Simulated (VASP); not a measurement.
Y3V, 4 atoms in the cell. Symmetry: Fm-3m, No. 225, cubic system. The conventional cell has a = 7.671 Å, b = 7.671 Å, c = 7.671 Å, α = 90.00°, β = 90.00°, γ = 90.00°. Within 4.4 Å of Y (site symmetry -43m) lie 10 Y at 3.32 to 3.84 Å and 4 V at 3.32 Å. Within 4.4 Å of Y (site symmetry m-3m) lie 8 Y at 3.32 Å and 6 V at 3.84 Å. V (site symmetry m-3m) has 14 Y at 3.32 to 3.84 Å within 4.4 Å. 

| Item | Value |
| --- | --- |
| Program | VASP 6.6.1 |
| Task | single point |
| Functional | PBE |
| Potentials or basis | VASP PAW PBE potentials, release 64 (Y_sv, V_sv) |
| Cutoff | 520 eV |
| k mesh | 4 × 4 × 4 |
| Occupations | gaussian, width 0.1 eV |
| Spin | collinear spin, ferromagnetic start |
| Starting moments | [0.0, 0.0, 0.0, 2.0] μB |
| Dipole correction | no |
| Further INCAR settings | ALGO = Normal; EDIFF = 1e-06; NBANDS = 35 |

Potentials or basis: VASP PAW PBE potentials, release 64 (Y_sv, V_sv).

Command:

```bash
$ cat potpaw_PBE.64/Y_sv/POTCAR potpaw_PBE.64/V_sv/POTCAR > POTCAR
$ mpirun -np 1 vasp_std > vasp.out
```

Hardware: 1 thread of Intel(R) Xeon(R) Platinum 8375C CPU @ 2.90GHz (Ice Lake), with other jobs on the host.

Q: How long does it take, and how much memory?

A: Run time: 4.4 min on 1 thread of Intel(R) Xeon(R) Platinum 8375C CPU @ 2.90GHz (Ice Lake), with other jobs on the host, peak memory 0.32 GiB. Counts: scf iterations 25, k points 8.
